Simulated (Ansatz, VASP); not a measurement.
# One calculation of MnS, two programs

INCAR

```
PREC     = Accurate       # precision mode
ENCUT    = 520            # plane-wave cutoff, eV
EDIFF    = 1E-6           # SCF threshold, eV
ISMEAR   = -1             # smearing method
SIGMA    = 0.03           # smearing width, eV
LREAL    = F              # projectors in reciprocal space
LASPH    = T              # aspherical terms in the spheres
NELM     = 150            # most SCF steps
ALGO     = Normal         # electronic algorithm
ISIF     = 2              # what is computed and relaxed
LWAVE    = F              # write WAVECAR
LCHARG   = F              # write CHGCAR
ISPIN    = 2              # spin polarisation
MAGMOM   = 4 0            # initial moments
LORBIT   = 11             # projections on sites
LMAXMIX  = 4              # l up to which the mixer works
GGA      = PE             # functional
NBANDS   = 20             # bands
```

File KPOINTS:

```
regular mesh
0
Gamma
  14 14 14
```

POSCAR

```
MnS
1.0
    0.0000000000      2.5858618322      2.5858618322
    2.5858618322      0.0000000000      2.5858618322
    2.5858618322      2.5858618322      0.0000000000
Mn S
1 1
Direct
    0.0000000000      0.0000000000      0.0000000000
    0.5000000000      0.5000000000      0.5000000000
```

Input for Ansatz:

```yaml
crystal:
  lattice:
    - [0.0, 2.5858618322, 2.5858618322]
    - [2.5858618322, 0.0, 2.5858618322]
    - [2.5858618322, 2.5858618322, 0.0]
  atoms:
    - { symbol: Mn, position: [0.0, 0.0, 0.0], spin: 4.0 }
    - { symbol: S, position: [0.5, 0.5, 0.5] }
magnetization:
  spin_polarized: true
kpoints:
  mp_grid: { grid: [14, 14, 14] }
scf:
  occupations: { method: fermi_dirac, width: 0.03 }
hamiltonian:
  xc: pbe
  pseudopotentials: { kind: all_electron, lapw: { basis_error: 0.00025 } }
output:
  forces: true
  stress: true
  eigenvalues: true
```

Change from the starting cell: volume scaled by 0.97.

Alike in both runs: task single point; functional PBE; k mesh 14 × 14 × 14; occupations fermi-dirac, width 0.03 eV; collinear spin.

|  | VASP | Ansatz |
| --- | --- | --- |
| version | VASP 6.6.1 | Ansatz 0.2.0 |
| potentials or method | VASP PAW PBE potentials, release 64 (Mn_pv, S), cutoff 520 eV | all-electron LAPW, scalar-relativistic |

```csv
,VASP,Ansatz,Ansatz less VASP
pressure (GPa),-2.3,-2.2,+0.02
net moment per atom (μB),2.31,2.31,0.000
size of the moment on the site where the two differ most (μB),4.20,4.36,+0.165
```

Site moments also hang on the region over which each program counts them. Ansatz ran all-electron here, and VASP with PAW potentials.
